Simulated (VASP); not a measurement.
# C: single point with LDA

Crystal: C.

```
C
1.0
     0.00000    1.76572    1.76572
     1.76572    0.00000    1.76572
     1.76572    1.76572    0.00000
C
2
Cartesian
  0.0000 0.0000 0.0000
  0.8829 0.8829 0.8829
```

```
Program                : VASP 6.6.1
Task                   : single point
Functional             : LDA
Potentials or basis    : VASP PAW LDA potentials, release 64 (C)
Cutoff                 : 600 eV
k mesh                 : 12 × 12 × 12
Occupations            : gaussian, width 0.02 eV
Spin                   : no spin polarisation
Dipole correction      : no
Further INCAR settings : ALGO = Normal; EDIFF = 1e-06; NBANDS = 11
```

- Pressure: 0.9 GPa
- Band gap on the k mesh: 4.20 eV, indirect (least direct gap 5.63 eV)

Levels at points of the mesh, in eV from the valence-band top:
```tsv
k point	band 2	band 3	band 4	band 5	band 6	band 7
(0.00, 0.00, 0.00)	0.00	0.00	0.00	5.63	5.63	5.63
(0.50, 0.00, 0.00)	-13.69	-2.87	-2.87	8.51	8.51	9.42
(0.50, 0.50, 0.00)	-12.82	-6.47	-6.47	4.77	4.77	17.08
```

Run time: 11 s on 1 thread of Intel Xeon 8259CL, on a shared host, peak memory 0.12 GiB.

A k mesh can miss the band edges.
